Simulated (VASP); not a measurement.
A run of VASP 6.6.1 is set up as follows.

Contents of INCAR:

```
SYSTEM = WC
ALGO = Normal
EDIFF = 1E-7
ENCUT = 520
GGA = PE
ISIF = 2
ISMEAR = 0
LASPH = .True.
LCHARG = .False.
LREAL = .False.
LWAVE = .False.
NBANDS = 16
NELM = 100
PREC = Accurate
SIGMA = 0.1
```

The input KPOINTS:

```
k-points
0
Gamma
  18 18 16
  0 0 0
```

Contents of POSCAR:

```
WC
1.0
    2.8571348303      0.0000000000      0.0000000000
   -1.4285674151      2.4743513450      0.0000000000
    0.0000000000      0.0000000000      2.7987816932
W C
1 1
Direct
    0.0000000000      0.0000000000      0.0000000000
    0.3333333333      0.6666666667      0.5000000000
```

Potentials or basis: VASP PAW PBE potentials, release 64 (W_sv, C).

Command:

```bash
$ cat potpaw_PBE.64/W_sv/POTCAR potpaw_PBE.64/C/POTCAR > POTCAR
$ mpirun -np 1 vasp_std > vasp.out
```

(1) What does it give for the band gap on the k mesh?

(2) Predict the pressure.

Results:

(1) zero (band 9 reaches 12.45 eV, above the bottom of band 10 at 11.13 eV).

(2) 28.4 GPa.

Caveat: spin-orbit coupling is left out, which moves the levels of the heavy elements.
